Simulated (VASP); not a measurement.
HfC, 2 atoms in the cell. Symmetry: Fm-3m, No. 225, cubic system. Conventional cell: a = 4.741 Å, b = 4.741 Å, c = 4.741 Å, α = 90.00°, β = 90.00°, γ = 90.00°. Within 3.1 Å of Hf (site symmetry m-3m) lie 6 C at 2.37 Å. Within 3.1 Å of C (site symmetry m-3m) lie 6 Hf at 2.37 Å.  This cell differs from its parent crystal: volume scaled by 1.06.

| Quantity | Value |
| --- | --- |
| Program | VASP 6.6.1 |
| Task | electric field gradients |
| Functional | PBE |
| Potentials or basis | VASP PAW PBE potentials, release 64 (Hf_pv, C) |
| Cutoff | 520 eV |
| k mesh | 15 × 15 × 15 |
| Occupations | fermi-dirac, width 0.05 eV |
| Spin | no spin polarisation |
| Dipole correction | no |
| Further INCAR settings | ALGO = Normal; EDIFF = 1e-08; NBANDS = 14 |

Potentials or basis: VASP PAW PBE potentials, release 64 (Hf_pv, C).

Run with:

```console
$ cat potpaw_PBE.64/Hf_pv/POTCAR potpaw_PBE.64/C/POTCAR > POTCAR
$ mpirun -np 1 vasp_std > vasp.out
```

Hardware: 1 thread of Intel(R) Xeon(R) 6975P-C (Granite Rapids), on a shared host.

Task: Estimate the wall time of this run.

Result: Wall time 23 s on 1 thread of Intel(R) Xeon(R) 6975P-C (Granite Rapids), with other jobs on the host, peak memory 0.19 GiB. Counts: scf iterations 14, k points 120.
